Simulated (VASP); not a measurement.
**MgO2: single point with PBEsol**

Crystal: MgO2.

```
Mg O
1.0
     1.57590    0.90985    3.45737
    -1.57590    0.90985    3.45737
     0.00000   -1.81970    3.45737
Mg O
1 2
Direct
  0.00000 0.00000 0.00000
  0.42914 0.42914 0.42914
  0.57086 0.57086 0.57086
```

This cell differs from its parent crystal: strain -0.0050 x Voigt [1, 1, 0, 0, 0, 0].

```json
{
 "Program": "VASP 6.6.1",
 "Task": "single point",
 "Functional": "PBEsol",
 "Potentials or basis": "VASP PAW PBE potentials, release 64 (Mg, O)",
 "Cutoff": "520 eV",
 "k mesh": "12 × 12 × 12",
 "Occupations": "gaussian, width 0.05 eV",
 "Spin": "no spin polarisation",
 "Dipole correction": "no",
 "Further INCAR settings": "ALGO = Normal; EDIFF = 1e-06; NBANDS = 14"
}
```

- Pressure: 1.0 GPa
- Largest force: 0.135 eV/Å
- Band gap on the k mesh: 2.44 eV, direct

Forces in eV/Å, atoms in the order of the input:
```
Mg   0.000  0.000  0.000
O    0.000  0.000 -0.135
O    0.000  0.000  0.135
```

Stress tensor (GPa, compression positive):
```
0.86 0.00 0.00
0.00 0.86 0.00
0.00 0.00 1.37
```

Levels at points of the mesh, in eV from the valence-band top:
| k point | band 5 | band 6 | band 7 | band 8 | band 9 | band 10 |
| --- | --- | --- | --- | --- | --- | --- |
| (0.00, 0.00, 0.00) | -3.51 | -0.86 | -0.86 | 4.68 | 5.03 | 12.30 |
| (0.50, 0.00, 0.00) | -3.88 | -1.32 | -1.23 | 4.32 | 8.68 | 10.56 |
| (0.50, 0.50, 0.00) | -4.56 | -2.29 | -0.17 | 3.67 | 7.79 | 11.24 |
| (0.50, 0.50, 0.50) | -4.05 | 0.00 | 0.00 | 2.44 | 4.92 | 9.72 |

It took 55 s on 1 thread of Intel(R) Xeon(R) 6975P-C (Granite Rapids), with other jobs on the host, peak memory 0.22 GiB.

Caveat: the cell differs from its parent crystal (strain -0.0050 x Voigt [1, 1, 0, 0, 0, 0]); the PAW data sets were made with another functional, which shifts forces and pressure a little. A k mesh can miss the band edges.
